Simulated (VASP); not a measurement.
# CoO (Fm-3m) in VASP: single point with PBE+U

Aim: the single point of CoO with PBE+U.

Everything below comes from runs of VASP 6.6.1. Logs are shortened: lines on timing, memory, paths and dates and some standing lists are left out, and cuts for length are marked.

### 1 The cell of the first run

Symmetry: Fm-3m, No. 225, cubic system. The conventional cell has a = 4.263 Å, b = 4.263 Å, c = 4.263 Å, α = 90.00°, β = 90.00°, γ = 90.00°. Co (site symmetry m-3m) has 6 O at 2.13 Å within 2.8 Å. Within 2.8 Å of O (site symmetry m-3m) lie 6 Co at 2.13 Å.

### 2 Single point, PBE+U

Contents of INCAR:

```
PREC = Accurate
ENCUT = 700
EDIFF = 1E-6
ISMEAR = 0
SIGMA = 0.05
LREAL = False
LASPH = True
NELM = 200
ALGO = Normal
ISIF = 2
LWAVE = False
LCHARG = True
LMAXMIX = 4
LDAU = True
LDAUTYPE = 2
LDAUL = 2 -1
LDAUU = 3.3 0
LDAUJ = 0 0
LDAUPRINT = 1
GGA = PE
LELF = True
LVHAR = True
NBANDS = 18
GGA_COMPAT = False
```

Contents of KPOINTS:

```
Automatic mesh
0
Gamma
  10 10 10
```

Contents of POSCAR:

```
CoO
1.0
    0.0000000000      2.1315016559      2.1315016559
    2.1315016559      0.0000000000      2.1315016559
    2.1315016559      2.1315016559      0.0000000000
Co O
1 1
Direct
    0.0000000000      0.0000000000      0.0000000000
    0.5000000000      0.5000000000      0.5000000000
```

Potentials or basis: VASP PAW PBE potentials, release 64 (Co_sv, O).

Command:

```sh
> cat potpaw_PBE.64/Co_sv/POTCAR potpaw_PBE.64/O/POTCAR > POTCAR
> mpirun -np 1 vasp_std > vasp.out
```

OUTCAR:

```text
PREC = Accurate
   ENCUT = 700
   EDIFF = 1E-6
   ISMEAR = 0
   LREAL = False
   LASPH = True
   NELM = 200
   ISIF = 2
   GGA = PE

 ion  position               nearest neighbor table
   1  0.000  0.000  0.000-   2 2.13   2 2.13   2 2.13   2 2.13   2 2.13   2 2.13
   2  0.500  0.500  0.500-   1 2.13   1 2.13   1 2.13   1 2.13   1 2.13   1 2.13

  LATTYP: Found a face centered cubic cell.
 ALAT       =     4.2630033118

  Lattice vectors:

 A1 = (   0.0000000000,   2.1315016559,   2.1315016559)
 A2 = (   2.1315016559,   0.0000000000,   2.1315016559)
 A3 = (   2.1315016559,   2.1315016559,   0.0000000000)

Analysis of symmetry for initial positions (statically):
=====================================================================
 Subroutine PRICEL returns:
 Original cell was already a primitive cell.

 Routine SETGRP: Setting up the symmetry group for a
 face centered cubic supercell.

 Subroutine GETGRP returns: Found 48 space group operations
 (whereof 48 operations were pure point group operations)
 out of a pool of 48 trial point group operations.

The static configuration has the point symmetry O_h .

Analysis of symmetry for dynamics (positions and initial velocities):
=====================================================================
 Subroutine PRICEL returns:
 Original cell was already a primitive cell.

 Routine SETGRP: Setting up the symmetry group for a
 face centered cubic supercell.

 Subroutine GETGRP returns: Found 48 space group operations
 (whereof 48 operations were pure point group operations)
 out of a pool of 48 trial point group operations.

The dynamic configuration has the point symmetry O_h .

 Subroutine INISYM returns: Found 48 space group operations
 (whereof 48 operations are pure point group operations),
 and found     1 'primitive' translations

----------------------------------------------------------------------------------------

                                     Primitive cell

[... 140 lines left out ...]
 -0.0000  0.9087 -0.0000  0.0000 -0.0000
  0.0000 -0.0000  0.3512  0.0000  0.0000
 -0.0000  0.0000  0.0000  0.9087  0.0000
 -0.0000 -0.0000  0.0000  0.0000  0.3512

spin component  2

  0.9087 -0.0000  0.0000 -0.0000 -0.0000
 -0.0000  0.9087 -0.0000  0.0000 -0.0000
  0.0000 -0.0000  0.3512  0.0000  0.0000
 -0.0000  0.0000  0.0000  0.9087  0.0000
 -0.0000 -0.0000  0.0000  0.0000  0.3512

 occupancies and eigenvectors

  o =  0.3512  v =  0.0000 -0.0000 -0.0443  0.0000  0.9990  0.0000  0.0000  0.0000  0.0000  0.0000      0.0000  0.0000  0.0000  0.0000  0.0000  0.0000  0.0000  0.0000  0.0000  0.0000
  o =  0.3512  v =  0.0000  0.0000  0.0000  0.0000  0.0000  0.0000 -0.0000 -0.0443  0.0000  0.9990      0.0000  0.0000  0.0000  0.0000  0.0000  0.0000  0.0000  0.0000  0.0000  0.0000
  o =  0.3512  v =  0.0000  0.0000  0.0000  0.0000  0.0000  0.0000 -0.0000  0.9990 -0.0000  0.0443      0.0000  0.0000  0.0000  0.0000  0.0000  0.0000  0.0000  0.0000  0.0000  0.0000
  o =  0.3512  v =  0.0000 -0.0000  0.9990 -0.0000  0.0443  0.0000  0.0000  0.0000  0.0000  0.0000      0.0000  0.0000  0.0000  0.0000  0.0000  0.0000  0.0000  0.0000  0.0000  0.0000
  o =  0.9087  v =  0.0000 -0.8333 -0.0000  0.5528 -0.0000  0.0000  0.0000  0.0000  0.0000  0.0000      0.0000  0.0000  0.0000  0.0000  0.0000  0.0000  0.0000  0.0000  0.0000  0.0000
  o =  0.9087  v =  0.0000 -0.5528 -0.0000 -0.8333  0.0000  0.0000  0.0000  0.0000  0.0000  0.0000      0.0000  0.0000  0.0000  0.0000  0.0000  0.0000  0.0000  0.0000  0.0000  0.0000
  o =  0.9087  v =  0.0000  0.0000  0.0000  0.0000  0.0000  0.0000 -0.5528 -0.0000 -0.8333  0.0000      0.0000  0.0000  0.0000  0.0000  0.0000  0.0000  0.0000  0.0000  0.0000  0.0000
  o =  0.9087  v =  0.0000  0.0000  0.0000  0.0000  0.0000  0.0000 -0.8333 -0.0000  0.5528 -0.0000      0.0000  0.0000  0.0000  0.0000  0.0000  0.0000  0.0000  0.0000  0.0000  0.0000
  o =  0.9087  v =  1.0000  0.0000  0.0000  0.0000  0.0000  0.0000  0.0000  0.0000  0.0000  0.0000      0.0000  0.0000  0.0000  0.0000  0.0000  0.0000  0.0000  0.0000  0.0000  0.0000
  o =  0.9087  v =  0.0000  0.0000  0.0000  0.0000  0.0000  1.0000  0.0000  0.0000  0.0000  0.0000      0.0000  0.0000  0.0000  0.0000  0.0000  0.0000  0.0000  0.0000  0.0000  0.0000

 number of electron      23.0000015 magnetization

 Free energy of the ion-electron system (eV)
  ---------------------------------------------------
  ext. energy  EPLUGINS =         0.00000000
  ---------------------------------------------------
  free energy    TOTEN  =       -10.17464151 eV

  energy without entropy =      -10.17044757  energy(sigma->0) =      -10.17254454

 E-fermi :   9.0813     XC(G=0): -12.6335

 val. band max:        9.0768538132   @ k =   0.5000   0.3000   0.1000
 cond. band min:       9.0911455897   @ k =  -0.3000   0.3000   0.0000
 fundamental gap:      0.0142917765
 Fermi energy:         9.0812650295

 k-point     1 :       0.0000    0.0000    0.0000
  band No.  band energies     occupation
      1     -85.8550      2.00000
      2     -49.1551      2.00000
      3     -49.1551      2.00000
      4     -49.1550      2.00000
      5     -11.5183      2.00000
      6       5.4881      2.00000
[... 481 lines left out ...]
      5     -10.4783      2.00000
      6       1.9735      2.00000
[... 10 lines left out ...]
     17      24.4816      0.00000
     18      25.2530      0.00000

 [... further k-points ...]

------------------------ aborting loop because EDIFF is reached ----------------------------------------

  FORCE on cell =-STRESS in cart. coord.  units (eV):
  Direction    XX          YY          ZZ          XY          YZ          ZX
  --------------------------------------------------------------------------------------
  -------------------------------------------------------------------------------------
  Total       -2.3117660     -2.3117660     -2.3117660      0.0000000      0.0000000      0.0000000
  in kB     -191.2350284   -191.2350284   -191.2350284      0.0000000      0.0000000      0.0000000
  external PRESSURE =    -191.2350284 kB  Pullay stress =       0.0000000 kB

 VOLUME and BASIS-vectors are now :
 -----------------------------------------------------------------------------
  energy-cutoff  :      700.00
  volume of cell :       19.37
      direct lattice vectors                 reciprocal lattice vectors
     0.000000000  2.131501656  2.131501656    -0.234576407  0.234576407  0.234576407
     2.131501656  0.000000000  2.131501656     0.234576407 -0.234576407  0.234576407
     2.131501656  2.131501656  0.000000000     0.234576407  0.234576407 -0.234576407

 POSITION                                       TOTAL-FORCE (eV/Angst)
 -----------------------------------------------------------------------------------
      0.00000      0.00000      0.00000         0.000000     -0.000000     -0.000000
      2.13150      2.13150      2.13150         0.000000      0.000000      0.000000
 -----------------------------------------------------------------------------------
    total drift:                                0.000000      0.000000      0.000000

  FREE ENERGIE OF THE ION-ELECTRON SYSTEM (eV)
  ---------------------------------------------------
  free  energy   TOTEN  =       -10.1746415079 eV

  energy  without entropy=      -10.1704475739  energy(sigma->0) =      -10.17254454
```

OSZICAR:

```text
N       E                     dE             d eps       ncg     rms          rms(c)
DAV:   1     0.271924210056E+03    0.27192E+03   -0.15386E+04  2088   0.346E+03
DAV:   2     0.381773423324E+01   -0.26811E+03   -0.25874E+03  2442   0.796E+02
DAV:   3    -0.107077754383E+02   -0.14526E+02   -0.14251E+02  2450   0.166E+02
DAV:   4    -0.109030147446E+02   -0.19524E+00   -0.19485E+00  2264   0.172E+01
DAV:   5    -0.109092634796E+02   -0.62487E-02   -0.62486E-02  2250   0.288E+00    0.131E+01
DAV:   6    -0.112811790319E+02   -0.37192E+00   -0.17383E+01  2578   0.862E+01    0.175E+01
DAV:   7    -0.983045058025E+01    0.14507E+01   -0.87734E+00  2196   0.670E+01    0.542E+00
DAV:   8    -0.100996203412E+02   -0.26917E+00   -0.48840E-01  2156   0.966E+00    0.214E+00
DAV:   9    -0.101754738905E+02   -0.75854E-01   -0.10107E-01  2588   0.383E+00    0.410E-01
DAV:  10    -0.101740688035E+02    0.14051E-02   -0.10747E-02  2416   0.196E+00    0.204E-01
DAV:  11    -0.101746375367E+02   -0.56873E-03   -0.12536E-03  2450   0.622E-01    0.710E-02
DAV:  12    -0.101746385118E+02   -0.97508E-06   -0.10264E-04  1908   0.115E-01    0.264E-02
DAV:  13    -0.101746410075E+02   -0.24957E-05   -0.27558E-05  2722   0.104E-01    0.790E-03
DAV:  14    -0.101746415079E+02   -0.50041E-06   -0.26295E-06  1638   0.191E-02
   1 F= -.10174642E+02 E0= -.10172545E+02  d E =-.419393E-02
```

stdout:

```text
POSCAR found type information on POSCAR CoO
 POSCAR found :  2 types and       2 ions
 scaLAPACK will be used
 LDA part: xc-table for (Slater+PW92), standard interpolation
 POSCAR, INCAR and KPOINTS ok, starting setup
 FFT: planning ... GRIDC
 FFT: planning ... GRID_SOFT
 FFT: planning ... GRID
 WAVECAR not read
 entering main loop
```

Wall time 52 s (1 thread of Intel Xeon Platinum 8259CL at 2.50GHz (Skylake/Cascade Lake), shared host); peak memory 0.17 GiB.

Results:

```
Free energy            : -10.1746 eV
Pressure               : -19.1 GPa
Band gap on the k mesh : zero (an odd number of electrons rules out a gap without spin polarisation)
```

Levels at points of the mesh, in eV from the Fermi level:
```
           k point  band 10  band 11  band 12  band 13  band 14  band 15
(0.00, 0.00, 0.00)    -2.91    -2.91    -0.91    -0.91     0.95    16.63
(0.50, 0.00, 0.00)    -2.00    -1.65     1.57     1.57     4.97     9.24
(0.50, 0.50, 0.00)    -1.84    -1.84    -0.47    -0.05     6.12     9.58
```

Eigenvalues of the final occupation matrices:
| site | spin | trace | eigenvalues |
| --- | --- | --- | --- |
| site 1 d | 1 | 3.43 | 0.35 0.35 0.91 0.91 0.91 |
| site 1 d | 2 | 3.43 | 0.35 0.35 0.91 0.91 0.91 |

Caveat: the cell stands under tension; an odd number of electrons without spin polarisation forces a metal; a magnetic or distorted state may lie lower; the run has no spin polarisation, though such a crystal can be magnetic; U without spin polarisation on a metal has little footing. Spin polarisation is off, so any magnetic state and its effect on volume and gap are missing.
